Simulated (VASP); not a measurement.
A run of VASP 6.6.1:

The input INCAR:

```
PREC     = Accurate       # precision mode
ENCUT    = 520            # plane-wave cutoff, eV
EDIFF    = 1E-6           # SCF threshold, eV
ISMEAR   = 0              # smearing method
SIGMA    = 0.05           # smearing width, eV
LREAL    = False          # projectors in reciprocal space
LASPH    = True           # aspherical terms in the spheres
NELM     = 100            # most SCF steps
ALGO     = Normal         # electronic algorithm
ISIF     = 2              # what is computed and relaxed
LWAVE    = False          # write WAVECAR
LCHARG   = False          # write CHGCAR
GGA      = CA             # functional
NBANDS   = 11             # bands
```

The input KPOINTS:

```
regular mesh
0
Gamma
  12 12 12
```

File POSCAR:

```
C
1.0
    0.2237658205      1.9020094744      1.9020094744
    1.9020094744      0.2237658205      1.9020094744
    1.9020094744      1.9020094744      0.2237658205
C
2
Direct
    0.5000000000      0.5000000000      0.5000000000
    0.7500000000      0.7500000000      0.7500000000
```

Potentials or basis: VASP PAW LDA potentials, release 64 (C).

The run is started by

```console
$ cat potpaw_LDA.64/C/POTCAR > POTCAR
$ mpirun -np 1 vasp_std > vasp.out
```

Hardware: 1 thread of Intel(R) Xeon(R) 6975P-C (Granite Rapids) (shared host).

Estimate the wall time of this run.

Run time: 10 s on 1 thread of Intel(R) Xeon(R) 6975P-C (Granite Rapids), on a shared host, peak memory 0.12 GiB. Counts: scf iterations 11, k points 189.
